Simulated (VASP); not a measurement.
# Lu2CuGe3 (P-4m2) in VASP: single point with PBE

Aim: the single point of Lu2CuGe3 with PBE.

All numbers are computed with VASP 6.6.1; they aren't measurements. Logs are shortened: lines on timing, memory, paths and dates and some standing lists are left out, and cuts for length are marked.

## Step 1: The cell of the first run

Symmetry: P-4m2, No. 115, tetragonal system. The conventional cell has a = 3.713 Å, b = 3.713 Å, c = 8.137 Å, α = 90.00°, β = 90.00°, γ = 90.00°. Ge (site symmetry -4m2) has 4 Cu at 2.63 Å and 4 Lu at 2.75 Å within 3.5 Å. Ge (site symmetry 2mm) has 5 Lu at 2.71 to 2.96 Å and 4 Ge at 2.95 Å within 3.6 Å. Within 3.5 Å of Cu (site symmetry -4m2) lie 4 Ge at 2.63 Å and 4 Lu at 2.75 Å. Within 3.6 Å of Lu (site symmetry 2mm) lie 7 Ge at 2.71 to 2.96 Å and 2 Cu at 2.75 Å.

## Step 2: Single point, PBE

Contents of INCAR:

```
SYSTEM = Lu2CuGe3
PREC = Accurate
ENCUT = 520
EDIFF = 1E-6
ISMEAR = -1
SIGMA = 0.1
LREAL = .FALSE.
LASPH = .TRUE.
NELM = 60
ALGO = Normal
ISIF = 2
LWAVE = .FALSE.
LCHARG = .FALSE.
GGA = PE
NBANDS = 60
```

Contents of KPOINTS:

```
regular mesh
0
G
  9 9 4
  0 0 0
```

Contents of POSCAR:

```
Lu2CuGe3
1.0
    3.7129310000      0.0000000000      0.0000000000
    0.0000000000      3.7129310000      0.0000000000
    0.0000000000      0.0000000000      8.1373740000
Ge Cu Lu
3 1 2
Direct
    0.5000000000      0.5000000000      0.0000000000
    0.0000000000      0.5000000000      0.4174724725
    0.5000000000      0.0000000000      0.5825275275
    0.0000000000      0.0000000000      0.0000000000
    0.0000000000      0.5000000000      0.7506630599
    0.5000000000      0.0000000000      0.2493369401
```

Potentials or basis: VASP PAW PBE potentials, release 64 (Ge_d, Cu, Lu).

Command:

```console
$ cat potpaw_PBE.64/Ge_d/POTCAR potpaw_PBE.64/Cu/POTCAR potpaw_PBE.64/Lu/POTCAR > POTCAR
$ mpirun -np 1 vasp_std > vasp.out
```

OUTCAR:

```text
SYSTEM = Lu2CuGe3
   PREC = Accurate
   ENCUT = 520
   EDIFF = 1E-6
   ISMEAR = -1
   LREAL = .FALSE.
   LASPH = .TRUE.
   NELM = 60
   ISIF = 2
   GGA = PE

 ion  position               nearest neighbor table
   1  0.500  0.500  0.000-   4 2.63   4 2.63   4 2.63   4 2.63   6 2.75   6 2.75   5 2.75   5 2.75

   2  0.000  0.500  0.417-   5 2.71   6 2.96   6 2.96   6 2.96   6 2.96
   3  0.500  0.000  0.583-   6 2.71   5 2.96   5 2.96   5 2.96   5 2.96
   4  0.000  0.000  0.000-   1 2.63   1 2.63   1 2.63   1 2.63   5 2.75   6 2.75   6 2.75   5 2.75

   5  0.000  0.500  0.751-   2 2.71   1 2.75   4 2.75   4 2.75   1 2.75   3 2.96   3 2.96   3 2.96
                             3 2.96
   6  0.500  0.000  0.249-   3 2.71   1 2.75   4 2.75   1 2.75   4 2.75   2 2.96   2 2.96   2 2.96
                             2 2.96

  LATTYP: Found a simple tetragonal cell.
 ALAT       =     3.7129310000
 C/A-ratio  =     2.1916308167

  Lattice vectors:

 A1 = (   3.7129310000,   0.0000000000,   0.0000000000)
 A2 = (   0.0000000000,   3.7129310000,   0.0000000000)
 A3 = (   0.0000000000,   0.0000000000,   8.1373740000)

Analysis of symmetry for initial positions (statically):
=====================================================================
 Subroutine PRICEL returns:
 Original cell was already a primitive cell.

 Routine SETGRP: Setting up the symmetry group for a
 simple tetragonal supercell.

 Subroutine GETGRP returns: Found  8 space group operations
 (whereof  8 operations were pure point group operations)
 out of a pool of 16 trial point group operations.

The static configuration has the point symmetry D_2d.

Analysis of symmetry for dynamics (positions and initial velocities):
=====================================================================
 Subroutine PRICEL returns:
 Original cell was already a primitive cell.

 Routine SETGRP: Setting up the symmetry group for a
 simple tetragonal supercell.

 Subroutine GETGRP returns: Found  8 space group operations
 (whereof  8 operations were pure point group operations)
 out of a pool of 16 trial point group operations.

The dynamic configuration has the point symmetry D_2d.

 Subroutine INISYM returns: Found  8 space group operations
 (whereof  8 operations are pure point group operations),
 and found     1 'primitive' translations

----------------------------------------------------------------------------------------

                                     Primitive cell

[... 96 lines left out ...]
   ENCUT  =  520.0 eV  38.22 Ry    6.18 a.u.   6.90  6.90 15.13*2*pi/ulx,y,z
   NELM   =     60;   NELMIN=  2; NELMDL= -5     # of ELM steps
   EDIFF  = 0.1E-05   stopping-criterion for ELM
   LREAL  =      F    real-space projection
   EDIFFG = 0.1E-04   stopping-criterion for IOM
   NSW    =      0    number of steps for IOM
   IBRION =     -1    ionic relax: 0-MD 1-quasi-New 2-CG
   NFREE  =      0    steps in history (QN), initial steepest desc. (CG)
   ISIF   =      2    stress and relaxation
   ISYM   =      2    0-nonsym 1-usesym 2-fastsym
   POTIM  = 0.5000    time-step for ionic-motion
   TEBEG  =    0.0;   TEEND  =   0.0 temperature during run
   PSTRESS=    0.0 pullay stress
   NELECT =     103.0000    total number of electrons
   NUPDOWN=      -1.0000    fix difference up-down
   EMIN   =  10.00;   EMAX   =-10.00  energy-range for DOS
   EFERMI =   0.00;   METHOD = LEGACY
   ISMEAR =    -1;   SIGMA  =   0.10  broadening in eV -4-tet -1-fermi 0-gaus
   EFERMI_NEDOS =   21; number of points for ismear=-14 and -15
   IALGO  =     38    algorithm
   IMIX   =      4    mixing-type and parameters
     AMIX     =   0.40;   BMIX     =  1.00
     AMIX_MAG =   1.60;   BMIX_MAG =  1.00
  volume/ion in A,a.u.               =      18.70       126.17
  Fermi-wavevector in a.u.,A,eV,Ry     =   1.591163  3.006861 34.447209  2.531798
  Thomas-Fermi vector in A             =   2.689745
   LORBIT       =      0    0 simple, 1 ext, 2 COOP (PROOUT), +10 PAW based schemes
   GGA     = PE    functional components
   LHFCALC =     F    Hartree Fock is set to
   AEXX    =    0.0000 exact exchange contribution
   IVDW    =     0    specifies the selected vdW correction
   LEPSILON=     F    determine dielectric tensor
   LRPA    =     F    only Hartree local field effects (RPA)
 non-spin polarized calculation
  energy-cutoff  :      520.00
  volume of cell :      112.18
 maximum number of plane-waves:      3048
 NGX is ok and might be reduce to    28
   NGX = 13   NGY = 13   NGZ = 31

 number of electron     103.0000013 magnetization

 Free energy of the ion-electron system (eV)
  ---------------------------------------------------
  ext. energy  EPLUGINS =         0.00000000
  ---------------------------------------------------
  free energy    TOTEN  =       -26.72740627 eV

  energy without entropy =      -26.59600551  energy(sigma->0) =      -26.66170589

 E-fermi :   5.3264     XC(G=0): -11.7050

 val. band max:        5.3131520079   @ k =   0.4444   0.2222   0.2500
 cond. band min:       5.3315034178   @ k =   0.4444   0.0000   0.5000
 fundamental gap:      0.0183514099
 Fermi energy:         5.3264482902

 k-point     1 :       0.0000    0.0000    0.0000
  band No.  band energies     occupation
      1     -50.4459      2.00000
      2     -50.4455      2.00000
      3     -21.2804      2.00000
      4     -21.2577      2.00000
      5     -21.1450      2.00000
      6     -21.1450      2.00000
[... 1501 lines left out ...]
     59      10.0091      0.00000
     60      10.5049      0.00000

 [... further k-points ...]
[... 5 lines left out ...]
  --------------------------------------------------------------------------------------
  -------------------------------------------------------------------------------------
  Total        4.8999610      4.8999610     14.0408578      0.0000000      0.0000000      0.0000000
  in kB       69.9818107     69.9818107    200.5331560      0.0000000      0.0000000      0.0000000
  external PRESSURE =     113.4989258 kB  Pullay stress =       0.0000000 kB

 VOLUME and BASIS-vectors are now :
 -----------------------------------------------------------------------------
  energy-cutoff  :      520.00
  volume of cell :      112.18
      direct lattice vectors                 reciprocal lattice vectors
     3.712931000  0.000000000  0.000000000     0.269329002  0.000000000  0.000000000
     0.000000000  3.712931000  0.000000000     0.000000000  0.269329002  0.000000000
     0.000000000  0.000000000  8.137374000     0.000000000  0.000000000  0.122889768

 POSITION                                       TOTAL-FORCE (eV/Angst)
 -----------------------------------------------------------------------------------
      1.85647      1.85647      0.00000        -0.000000     -0.000000      0.000000
      0.00000      1.85647      3.39713         0.000000      0.000000     -0.009723
      1.85647      0.00000      4.74024        -0.000000      0.000000      0.009723
      0.00000      0.00000      0.00000        -0.000000      0.000000      0.000000
      0.00000      1.85647      6.10843        -0.000000      0.000000     -0.013960
      1.85647      0.00000      2.02895         0.000000      0.000000      0.013960
 -----------------------------------------------------------------------------------
    total drift:                                0.000000      0.000000      0.000000

  FREE ENERGIE OF THE ION-ELECTRON SYSTEM (eV)
  ---------------------------------------------------
  free  energy   TOTEN  =       -26.7274062732 eV

  energy  without entropy=      -26.5960055072  energy(sigma->0) =      -26.66170589
```

OSZICAR:

```text
N       E                     dE             d eps       ncg     rms          rms(c)
DAV:   1     0.113187832051E+04    0.11319E+04   -0.38873E+04  7620   0.552E+03
DAV:   2     0.216608293517E+03   -0.91527E+03   -0.87907E+03  6280   0.116E+03
DAV:   3    -0.408964219019E+00   -0.21702E+03   -0.21192E+03  5476   0.301E+02
DAV:   4    -0.273139133371E+02   -0.26905E+02   -0.26443E+02  7408   0.104E+02
DAV:   5    -0.296980387805E+02   -0.23841E+01   -0.23645E+01  8964   0.245E+01    0.211E+01
DAV:   6    -0.389867523543E+02   -0.92887E+01   -0.19849E+02  7976   0.151E+02    0.184E+01
DAV:   7    -0.282901746806E+02    0.10697E+02   -0.39935E+01  7768   0.420E+01    0.817E+00
DAV:   8    -0.265502278710E+02    0.17399E+01   -0.70218E+00  7744   0.312E+01    0.200E+00
DAV:   9    -0.268660493177E+02   -0.31582E+00   -0.31185E+00  8120   0.153E+01    0.346E+00
DAV:  10    -0.267451246175E+02    0.12092E+00   -0.17164E+00  7608   0.171E+01    0.127E+00
DAV:  11    -0.267259115154E+02    0.19213E-01   -0.16571E-01  8536   0.655E+00    0.380E-01
DAV:  12    -0.267267661876E+02   -0.85467E-03   -0.35828E-02  8472   0.160E+00    0.830E-02
DAV:  13    -0.267274496892E+02   -0.68350E-03   -0.70041E-03  7584   0.545E-01    0.755E-02
DAV:  14    -0.267274510448E+02   -0.13556E-05   -0.40121E-04  8232   0.168E-01    0.557E-02
DAV:  15    -0.267274001052E+02    0.50940E-04   -0.15191E-04  7548   0.208E-01    0.899E-03
DAV:  16    -0.267274060971E+02   -0.59919E-05   -0.74639E-05  5752   0.544E-02    0.974E-03
DAV:  17    -0.267274058559E+02    0.24122E-06   -0.10988E-05  4856   0.319E-02    0.452E-03
DAV:  18    -0.267274062732E+02   -0.41735E-06   -0.10971E-06  3576   0.102E-02
   1 F= -.26727406E+02 E0= -.26661706E+02  d E =-.131401E+00
```

stdout:

```text
POSCAR found type information on POSCAR GeCuLu
 POSCAR found :  3 types and       6 ions
 scaLAPACK will be used
 LDA part: xc-table for (Slater+PW92), standard interpolation
 POSCAR, INCAR and KPOINTS ok, starting setup
 FFT: planning ... GRIDC
 FFT: planning ... GRID_SOFT
 FFT: planning ... GRID
 WAVECAR not read
 entering main loop
```

Run time: 5.4 min. Hardware: 1 thread of Intel Xeon Platinum 8375C at 2.90GHz (Ice Lake), shared host; peak memory 0.41 GiB.

What came out:

```
Free energy   : -26.7274 eV
Pressure      : 11.3 GPa
Largest force : 0.014 eV/Å
```

Forces in eV/Å, atoms in the order of the input:
```
Ge   0.000  0.000  0.000
Ge   0.000  0.000 -0.010
Ge   0.000  0.000  0.010
Cu   0.000  0.000  0.000
Lu   0.000  0.000 -0.014
Lu   0.000  0.000  0.014
```

Stress tensor (GPa, compression positive):
```
 7.00  0.00  0.00
 0.00  7.00  0.00
 0.00  0.00 20.05
```

Levels at points of the mesh, in eV from the Fermi level:
| k point | band 47 | band 48 | band 49 | band 50 | band 51 | band 52 | band 53 | band 54 | band 55 | band 56 |
| --- | --- | --- | --- | --- | --- | --- | --- | --- | --- | --- |
| (0.00, 0.00, 0.00) | -1.92 | -1.24 | -1.24 | -0.67 | -0.15 | 0.02 | 0.02 | 1.03 | 2.91 | 2.91 |
| (0.00, 0.00, 0.50) | -1.02 | -1.02 | -0.67 | -0.58 | -0.39 | -0.39 | 0.07 | 0.61 | 2.74 | 3.47 |

Caveat: spin-orbit coupling is left out, which moves the levels of the heavy elements.
